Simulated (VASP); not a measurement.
Write the native input for VASP 6.6.1 that does the following.

```yaml
Task: single point
Functional: PBEsol
Potentials_or_basis: VASP PAW PBE potentials, release 64 (Be)
Cutoff: 520 eV
k_mesh: 13 × 13 × 8
Occupations: fermi-dirac, width 0.05 eV
Spin: no spin polarisation
Dipole_correction: no
Further_INCAR_settings: ALGO = Normal; EDIFF = 1e-06; NBANDS = 9
```

The structure of Be lies in POSCAR:

```
Be
1.0
    2.3301211831      0.0000000000      0.0000000000
   -1.1650605915      2.0179441385      0.0000000000
    0.0000000000      0.0000000000      3.6544962781
Be
2
Direct
    0.6666666667      0.3333333333      0.7500000000
    0.3333333333      0.6666666667      0.2500000000
```

These files were run (other wordings do the same):

INCAR

```
SYSTEM = Be
PREC = Accurate
ENCUT = 520
EDIFF = 1E-6
ISMEAR = -1
SIGMA = 0.05
LREAL = .FALSE.
LASPH = .TRUE.
NELM = 100
ALGO = Normal
ISIF = 2
LWAVE = .FALSE.
LCHARG = .FALSE.
GGA = PS
NBANDS = 9
```

KPOINTS

```
Automatic mesh
0
G
  13 13 8
  0 0 0
```

Potentials or basis: VASP PAW PBE potentials, release 64 (Be).

The run is started by

```console
$ cat potpaw_PBE.64/Be/POTCAR > POTCAR
$ mpirun -np 1 vasp_std > vasp.out
```

Results of the run:

```json
{
 "Pressure": "-9.4 GPa",
 "Band gap on the k mesh": "zero (bands 2 and 3 overlap by 1.58 eV)"
}
```

Caveat: the cell stands under tension; the PAW data sets were made with another functional, which shifts forces and pressure a little.

It took 16 s on 1 thread of Intel Xeon 8259CL, with other jobs on the host, peak memory 0.13 GiB.
